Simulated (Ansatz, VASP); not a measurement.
InP: VASP beside Ansatz

POSCAR

```
InP
1.0
    3.7369673609      0.0000000000      0.0000000000
    0.0000000000      3.7369673609      0.0000000000
    0.0000000000      0.0000000000      3.7369673609
In P
1 1
Direct
    0.0000000000      0.0000000000      0.0000000000
    0.5000000000      0.5000000000      0.5000000000
```

Contents of INCAR.step1:

```
ALGO = Normal ; EDIFF = 1E-4
ENCUT = 600 ; GGA = PE
ISMEAR = 0 ; LASPH = True
LCHARG = False ; LREAL = False
LWAVE = True ; NELM = 60
PREC = Accurate ; SIGMA = 0.1
```

The input INCAR.step2:

```
ALGO = Normal ; EDIFF = 1E-6
EDIFFG = -0.04 ; ENCUT = 600
IBRION = 2 ; ISIF = 3
ISMEAR = 0 ; ISTART = 1
LASPH = True ; LCHARG = False
LMIXTAU = True ; LREAL = False
LWAVE = False ; METAGGA = R2SCAN
NELM = 60 ; NSW = 90
PREC = Accurate ; SIGMA = 0.1
```

The input KPOINTS:

```
k-points
0
Gamma
  6 6 6
```

Input for Ansatz:

```yaml
crystal:
  lattice:
    - [3.7369673609, 0.0, 0.0]
    - [0.0, 3.7369673609, 0.0]
    - [0.0, 0.0, 3.7369673609]
  atoms:
    - { symbol: In, position: [0.0, 0.0, 0.0] }
    - { symbol: P, position: [0.5, 0.5, 0.5] }
basis:
  ecutwfc: 500
kpoints:
  mp_grid: { grid: [6, 6, 6] }
hamiltonian:
  xc: r2scan
scf:
  occupations: { method: gaussian, width: 0.1 }
  lower_state_search: "off"
output:
  forces: true
  stress: true
  eigenvalues: true
relax:
  adjacent_minimum: "off"
  f_tol: 0.04
  max_steps: 70
  cell: { stress_tol: 0.4 }
```

Alike in both runs: task relaxation of cell and atoms; functional r2SCAN; k mesh 6 × 6 × 6; occupations gaussian, width 0.1 eV; no spin polarisation.

|  | VASP | Ansatz |
| --- | --- | --- |
| version | VASP 6.6.1 | Ansatz 0.2.0 |
| potentials or method | VASP PAW PBE potentials, release 64 (In_d, P), cutoff 600 eV | scalar-relativistic, plane waves, PAW |
| valence electrons in the cell | 18 | 18 |

|  | VASP | Ansatz | Ansatz less VASP |
| --- | --- | --- | --- |
| gap on the k mesh at the Fermi level, each at its own relaxed structure (eV) | none | none | - |
| relaxed volume (Å³/atom) | 19.92 | 19.90 | -0.028 |
| relaxed length of the cell vector where the two differ most in proportion (Å) | 3.416 | 3.414 | -0.0016 |

VASP's potentials were made for PBE, not for r2SCAN. A gap of «none» marks a metal or a gap that the smearing closes.

Noted on VASP's run: the volume moved by over 15 % at a fixed basis, so the end points are rough; too few bands were computed for a metal, which touches its energy and stress.
